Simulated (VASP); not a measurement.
**GaP: electric field gradients with PBE**

GaP:

```
Ga P
1.0
     0.00000    2.77870    2.77870
     2.77870    0.00000    2.77870
     2.77870    2.77870    0.00000
Ga P
1 1
Direct
  0.00000 0.00000 0.00000
  0.75000 0.75000 0.75000
```

```yaml
Program: VASP 6.6.1
Task: electric field gradients
Functional: PBE
Potentials_or_basis: VASP PAW PBE potentials, release 64 (Ga_d, P)
Cutoff: 520 eV
k_mesh: 10 × 10 × 10
Occupations: fermi-dirac, width 0.05 eV
Spin: no spin polarisation
Dipole_correction: no
Further_INCAR_settings: ALGO = Normal; EDIFF = 1e-08; NBANDS = 16
```

The pressure is -2.0 GPa, the band gap on the k mesh is 1.35 eV and the largest electric field gradient by atom is zero within the noise of the run.

Levels at points of the mesh, in eV from the valence-band top:
| k point | band 6 | band 7 | band 8 | band 9 | band 10 | band 11 | band 12 | band 13 |
| --- | --- | --- | --- | --- | --- | --- | --- | --- |
| (0.00, 0.00, 0.00) | -12.07 | 0.00 | 0.00 | 0.00 | 1.35 | 3.90 | 3.90 | 3.90 |
| (0.50, 0.00, 0.00) | -10.19 | -6.31 | -1.04 | -1.04 | 1.50 | 4.73 | 4.73 | 8.16 |
| (0.50, 0.50, 0.00) | -9.37 | -6.49 | -2.49 | -2.49 | 1.77 | 1.87 | 10.16 | 10.16 |

Wall time 40 s on 1 thread of Intel(R) Xeon(R) 6975P-C (Granite Rapids), with other jobs on the host, peak memory 0.18 GiB.

A k mesh can miss the band edges.
